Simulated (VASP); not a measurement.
Set up this calculation in VASP 6.6.1, as the native input.

```yaml
Task: single point
Functional: PBEsol
Potentials_or_basis: VASP PAW PBE potentials, release 64 (C)
Cutoff: 600 eV
k_mesh: 18 × 18 × 6
Occupations: fermi-dirac, width 0.15 eV
Spin: no spin polarisation
Dipole_correction: no
Further_INCAR_settings: ALGO = Normal; EDIFF = 1e-06; NBANDS = 16
```

The structure of C lies in POSCAR:

```
C
1.0
    2.4589154306      0.0000000000      0.0000000000
   -1.2294577153      2.1294832287      0.0000000000
    0.0000000000      0.0000000000      7.2765550331
C
4
Direct
    0.0000000000      0.0000000000      0.0025000000
    0.0000000000      0.0000000000      0.5025000000
    0.3333333333      0.6666666667      0.0025000000
    0.6666666667      0.3333333333      0.5025000000
```

These files were run (other wordings do the same):

INCAR

```
PREC     = Accurate       # precision mode
ENCUT    = 600            # plane-wave cutoff, eV
EDIFF    = 1E-6           # SCF threshold, eV
ISMEAR   = -1             # smearing method
SIGMA    = 0.15           # smearing width, eV
LREAL    = F              # projectors in reciprocal space
LASPH    = T              # aspherical terms in the spheres
NELM     = 120            # most SCF steps
ALGO     = Normal         # electronic algorithm
ISIF     = 2              # what is computed and relaxed
LWAVE    = F              # write WAVECAR
LCHARG   = F              # write CHGCAR
GGA      = PS             # functional
NBANDS   = 16             # bands
GGA_COMPAT= F
```

KPOINTS

```
regular mesh
0
Gamma
  18 18 6
```

Potentials or basis: VASP PAW PBE potentials, release 64 (C).

Launch:

```console
$ cat potpaw_PBE.64/C/POTCAR > POTCAR
$ mpirun -np 1 vasp_std > vasp.out
```

Results of the run:

```
Pressure               : 0.2 GPa
Band gap on the k mesh : zero (band 8 reaches 3.96 eV, above the bottom of band 9 at 3.95 eV)
```

Caveat: the PAW data sets were made with another functional, which shifts forces and pressure a little; this functional lacks dispersion, which binds the layers, so the pressure and a relaxed spacing across them are unreliable.

Run time: 60 s on 1 thread of Intel(R) Xeon(R) Platinum 8375C CPU @ 2.90GHz (Ice Lake), on a shared host, peak memory 0.21 GiB.
